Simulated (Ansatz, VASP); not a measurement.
# BaTiO3 in VASP and in Ansatz

```
Ba Ti O
1.0
     2.83686    1.63786    2.32092
    -2.83686    1.63786    2.32092
     0.00000   -3.27572    2.32092
Ba Ti O
1 1 3
Direct
  0.99845 0.99845 0.99845
  0.50619 0.50619 0.50619
  0.49073 0.98499 0.49073
  0.49073 0.49073 0.98499
  0.98499 0.49073 0.49073
```

Alike in both runs: functional r2SCAN; k mesh 6 × 6 × 6; occupations gaussian, width 0.02 eV; no spin polarisation; Hubbard terms Ti d U = 4.0 eV.

Ansatz relaxed the structure, and its values are those at the end. VASP's run is a single point on that final structure, the one shown.

|  | VASP | Ansatz |
| --- | --- | --- |
| version | VASP 6.6.1 | Ansatz 0.2.0 |
| potentials or method | VASP PAW PBE potentials, release 64 (Ba_sv, Ti_sv, O), cutoff 520 eV | scalar-relativistic, plane waves, PAW |
| valence electrons in the cell | 40 | 40 |

|  | VASP | Ansatz | Ansatz less VASP |
| --- | --- | --- | --- |
| gap on the k mesh at the Fermi level (eV) | 2.90 | 2.89 | -0.003 |
| least direct gap on the mesh (eV) | 3.20 | 3.17 | -0.032 |
| pressure (GPa) | 3.9 | 0.0 | -3.85 |
| rms of the force components (eV/Å) | 0.198 | 0.000 | -0.1980 |

VASP's potentials were made for PBE, not for r2SCAN. The programs project onto different local orbitals, so the same U acts differently, and such runs can settle in different states.

Spin-orbit coupling is off throughout.
